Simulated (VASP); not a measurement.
Input of a VASP 6.6.1 run:

File INCAR:

```
PREC = Accurate
ENCUT = 600
EDIFF = 1E-6
ISMEAR = 0
SIGMA = 0.02
LREAL = F
LASPH = T
NELM = 60
ALGO = Normal
ISIF = 3
LWAVE = F
LCHARG = F
GGA = PE
IBRION = 2
NSW = 100
EDIFFG = -0.005
```

KPOINTS

```
regular mesh
0
Gamma
  8 8 6
```

File POSCAR:

```
PbO
1.0
    4.0570498631      0.0000000000      0.0000000000
    0.0000000000      4.0570498631      0.0000000000
    0.0000000000      0.0000000000      5.5961231443
Pb O
2 2
Direct
    0.0000000000      0.5000000000      0.2126165107
    0.5000000000      0.0000000000      0.7873834893
    0.0000000000      0.0000000000      0.0000000000
    0.5000000000      0.5000000000      0.0000000000
```

Potentials or basis: VASP PAW PBE potentials, release 64 (Pb_d, O).

Run with:

```bash
$ cat potpaw_PBE.64/Pb_d/POTCAR potpaw_PBE.64/O/POTCAR > POTCAR
$ mpirun -np 1 vasp_std > vasp.out
```

Question: Estimate the band gap on the k mesh.

Answer: 1.76 eV (least direct gap 1.93 eV).

Question: What does it give for the relaxed volume?

Answer: 22.83 Å³/atom.

The path:
```tsv
step	energy change (eV)	largest force (eV/Å)	pressure (GPa)	volume (Å³)
1	0.0000	0.0338	0.03	92.11
2	0.0000	0.0015	-0.08	92.16
3	0.0000	0.0073	-0.08	92.15
4	-0.0001	0.0000	-0.07	92.06
5	-0.0001	0.0095	-0.06	91.89
6	-0.0001	0.0144	-0.07	91.81
7	-0.0002	0.0062	0.04	91.64
8	-0.0002	0.0069	0.05	91.63
9	-0.0002	0.0111	0.06	91.59
10	-0.0004	0.0194	0.03	91.48
11	-0.0004	0.0368	0.02	91.24
12	-0.0005	0.0262	0.03	91.39
13	-0.0005	0.0115	-0.12	91.42
14	-0.0005	0.0068	-0.04	91.41
15	-0.0005	0.0020	-0.03	91.32
```

Caveat: spin-orbit coupling is left out, which moves the levels of the heavy elements. A hybrid or GW would open this gap; PBE tends to underestimate it.
